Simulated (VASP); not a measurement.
## Al2Au: relaxation of cell and atoms with PBEsol

The system is Al2Au.

```
Al Au
1.0
     0.00000    3.00000    3.00000
     3.00000    0.00000    3.00000
     3.00000    3.00000    0.00000
Al Au
2 1
Direct
  0.25000 0.25000 0.25000
  0.75000 0.75000 0.75000
  0.00000 0.00000 0.00000
```

```json
{
 "Program": "VASP 6.6.1",
 "Task": "relaxation of cell and atoms",
 "Functional": "PBEsol",
 "Potentials or basis": "VASP PAW PBE potentials, release 64 (Al, Au)",
 "Cutoff": "600 eV",
 "k mesh": "12 × 12 × 12",
 "Occupations": "methfessel-paxton, width 0.05 eV",
 "Spin": "no spin polarisation",
 "Dipole correction": "no",
 "Further INCAR settings": "ALGO = Normal; EDIFF = 1e-06; IBRION = 2; EDIFFG = -0.03; NSW = 80; ISIF = 3"
}
```

| Item | Value |
| --- | --- |
| Pressure after relaxing | 0.0 GPa |
| Band gap on the k mesh | zero (an odd number of electrons rules out a gap without spin polarisation) |

Final structure:
```xyz
3
Lattice="0.0000 3.0000 3.0000 3.0000 0.0000 3.0000 3.0000 3.0000 0.0000" Properties=species:S:1:pos:R:3 pbc="T T T"
Al    1.5000    1.5000    1.5000
Al    4.5000    4.5000    4.5000
Au    0.0000    0.0000    0.0000
```

Levels at points of the mesh, in eV from the Fermi level:
```csv
k point,band 7,band 8,band 9,band 10,band 11,band 12
"(0.00, 0.00, 0.00)",2.28,2.93,2.93,2.93,3.94,3.94
"(0.50, 0.00, 0.00)",-5.46,0.37,0.37,3.26,3.61,3.83
"(0.50, 0.50, 0.00)",-5.03,-2.11,-2.11,1.30,2.04,7.67
```

Run time: 82 s on 1 thread of AMD EPYC 7R13 (shared host), peak memory 0.21 GiB.

Caveat: the relaxation stopped at its first step, so nothing moved; the PAW data sets were made with another functional, which shifts forces and pressure a little; spin-orbit coupling is left out, which moves the levels of the heavy elements.
